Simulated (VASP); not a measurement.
Write the native input for VASP 6.6.1 that does the following.

| Item | Value |
| --- | --- |
| Task | single point |
| Functional | PBE |
| Potentials or basis | VASP PAW PBE potentials, release 64 (Be, Zn, O) |
| Cutoff | 600 eV |
| k mesh | 4 × 4 × 2 |
| Occupations | gaussian, width 0.15 eV |
| Spin | no spin polarisation |
| Dipole correction | no |
| Further INCAR settings | ALGO = Normal; EDIFF = 1e-06; NBANDS = 31 |

The structure of BeZn2O3 lies in POSCAR:

```
BeZn2O3
1.0
    3.3835398753     -0.0000000029      0.0000000000
   -1.6917699351      2.9302314882      0.0000000000
    0.0000000000      0.0000000000      6.9629662975
Be Zn O
1 2 3
Direct
    0.6666666667      0.3333333333      0.0000000000
    0.3333333333      0.6666666667      0.3211269214
    0.3333333333      0.6666666667      0.6788730786
    0.6666666667      0.3333333333      0.5000000000
    0.0000000000      0.0000000000      0.0000000000
    0.0000000000      0.0000000000      0.5000000000
```

One way to write it, as run:

INCAR

```
PREC     = Accurate       # precision mode
ENCUT    = 600            # plane-wave cutoff, eV
EDIFF    = 1E-6           # SCF threshold, eV
ISMEAR   = 0              # smearing method
SIGMA    = 0.15           # smearing width, eV
LREAL    = F              # projectors in reciprocal space
LASPH    = T              # aspherical terms in the spheres
NELM     = 120            # most SCF steps
ALGO     = Normal         # electronic algorithm
ISIF     = 2              # what is computed and relaxed
LWAVE    = F              # write WAVECAR
LCHARG   = F              # write CHGCAR
GGA      = PE             # functional
NBANDS   = 31             # bands
GGA_COMPAT= F
```

KPOINTS

```
regular mesh
0
Gamma
  4 4 2
```

Potentials or basis: VASP PAW PBE potentials, release 64 (Be, Zn, O).

Run with:

```bash
$ cat potpaw_PBE.64/Be/POTCAR potpaw_PBE.64/Zn/POTCAR potpaw_PBE.64/O/POTCAR > POTCAR
$ mpirun -np 1 vasp_std > vasp.out
```

Results of the run:

```json
{"Pressure": "0.2 GPa", "Largest force": "0.052 eV/Å", "Band gap on the k mesh": "zero (band 22 reaches 3.80 eV, above the bottom of band 23 at 2.37 eV)"}
```

Caveat: the k points lie up to 0.54 Å⁻¹ apart.

It took 28 s on 1 thread of AMD EPYC 7R43 64-Core Processor (Zen 3), on a shared host, peak memory 0.16 GiB.
